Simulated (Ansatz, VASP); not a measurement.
**Two plane-wave programs on KTaSe3**

```
K Ta Se
1.0
     5.27961    0.00000    0.00000
     0.00000    5.27961    0.00000
     0.00000    0.00000    5.27961
K Ta Se
1 1 3
Direct
  0.00000 0.00000 0.00000
  0.50000 0.50000 0.50000
  0.00000 0.50000 0.50000
  0.50000 0.00000 0.50000
  0.50000 0.50000 0.00000
```

Alike in both runs: task single point; functional PBE; k mesh 8 × 8 × 8; occupations gaussian, width 0.1 eV; no spin polarisation.

|  | VASP | Ansatz |
| --- | --- | --- |
| version | VASP 6.6.1 | Ansatz 0.2.0 |
| potentials or method | VASP PAW PBE potentials, release 64 (K_sv, Ta_pv, Se), cutoff 520 eV | scalar-relativistic, plane waves, PAW |
| valence electrons in the cell | 38 | 70 |

```tsv
	VASP	Ansatz	Ansatz less VASP
gap on the k mesh at the Fermi level (eV)	none	none	-
pressure (GPa)	-5.0	-5.1	-0.07
```

A gap of «none» marks a metal or a gap that the smearing closes. VASP's potentials hold 38 valence electrons a cell and Ansatz's 70, so a difference there can come from the potentials and not from the codes.

Neither program's run includes spin-orbit coupling.
